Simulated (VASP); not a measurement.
Input of a VASP 6.6.1 run:

The input INCAR:

```
PREC = Accurate ; ENCUT = 520
EDIFF = 1E-6 ; ISMEAR = -1
SIGMA = 0.05 ; LREAL = F
LASPH = T ; NELM = 100
ALGO = Fast ; ISIF = 2
LWAVE = F ; LCHARG = F
GGA = PS ; NBANDS = 14
```

File KPOINTS:

```
Automatic mesh
0
Gamma
  11 11 6
```

Contents of POSCAR:

```
TiAl
1.0
    2.8047105280      0.0000000000      0.0000000000
   -1.4023552640      2.4289505675      0.0000000000
    0.0000000000      0.0000000000      4.5684174484
Ti Al
1 1
Direct
    0.0000000000      0.0000000000      0.0000000000
    0.3333333333      0.6666666667      0.5000000000
```

Potentials or basis: VASP PAW PBE potentials, release 64 (Ti_sv, Al).

The run is started by

```console
$ cat potpaw_PBE.64/Ti_sv/POTCAR potpaw_PBE.64/Al/POTCAR > POTCAR
$ mpirun -np 1 vasp_std > vasp.out
```

What does it give for the pressure?

4.9 GPa.

Stress tensor (GPa, compression positive):
```
4.90 0.00 0.00
0.00 4.90 0.00
0.00 0.00 5.03
```

Caveat: the PAW data sets were made with another functional, which shifts forces and pressure a little.
